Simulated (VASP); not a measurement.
A run of VASP 6.6.1:

Contents of INCAR:

```
PREC = Accurate
ENCUT = 520
EDIFF = 1E-6
ISMEAR = 0
SIGMA = 0.15
LREAL = False
LASPH = True
NELM = 100
ALGO = Fast
ISIF = 2
LWAVE = False
LCHARG = False
GGA = PS
NBANDS = 10
```

KPOINTS

```
regular mesh
0
Gamma
  12 12 12
```

Contents of POSCAR:

```
Rb
1.0
   -2.8060000000      2.8060000000      2.7358500000
    2.8060000000     -2.8060000000      2.7358500000
    2.8060000000      2.8060000000     -2.7358500000
Rb
1
Direct
    0.0000000000      0.0000000000      0.0000000000
```

Potentials or basis: VASP PAW PBE potentials, release 64 (Rb_sv).

Launch:

```console
$ cat potpaw_PBE.64/Rb_sv/POTCAR > POTCAR
$ mpirun -np 1 vasp_std > vasp.out
```

Hardware: 1 thread of Intel(R) Xeon(R) 6975P-C (Granite Rapids), with other jobs on the host.

How long does it take, and how much memory?

It took 39 s on 1 thread of Intel(R) Xeon(R) 6975P-C (Granite Rapids) (shared host), peak memory 0.28 GiB. Counts: scf iterations 11, k points 163.
